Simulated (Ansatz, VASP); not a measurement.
**CaO: VASP beside Ansatz**

```
Ca O
1.0
     3.71113    0.00000    0.00000
    -1.85557    3.72236    0.00000
     0.00000    0.00000    4.80776
Ca O
2 2
Direct
  0.33333 0.66667 0.75000
  0.66667 0.33333 0.25000
  0.33333 0.66667 0.25000
  0.66667 0.33333 0.75000
```

Change from the starting cell: strain +e along x and -e along y -0.0733, strain +e along z and -e/2 along x and y +0.0000.

Alike in both runs: task single point; functional PBE; k mesh 9 × 9 × 6; occupations gaussian, width 0.05 eV; no spin polarisation.

```csv
,VASP,Ansatz
version,VASP 6.6.1,Ansatz 0.2.0
potentials or method,"VASP PAW PBE potentials, release 64 (Ca_sv, O), cutoff 520 eV","scalar-relativistic, plane waves, PAW"
valence electrons in the cell,32,32
```

VASP gave:

* gap on the k mesh at the Fermi level (eV): 3.18
* least direct gap on the mesh (eV): 3.18
* pressure (GPa): 1.6
* traceless stress, the component that is largest in VASP (GPa): 5.90
* rms of the force components (eV/Å): 0.379

Task: What did Ansatz give for the same quantities?

Result: gap on the k mesh at the Fermi level (eV): 3.19; least direct gap on the mesh (eV): 3.19; pressure (GPa): 1.1; traceless stress, the component that is largest in VASP (GPa): 5.79; rms of the force components (eV/Å): 0.357.

Atom by atom the forces differ by 0.022 eV/Å (rms over components). With one functional, cell and mesh, what is left measures potentials, basis and numerics.
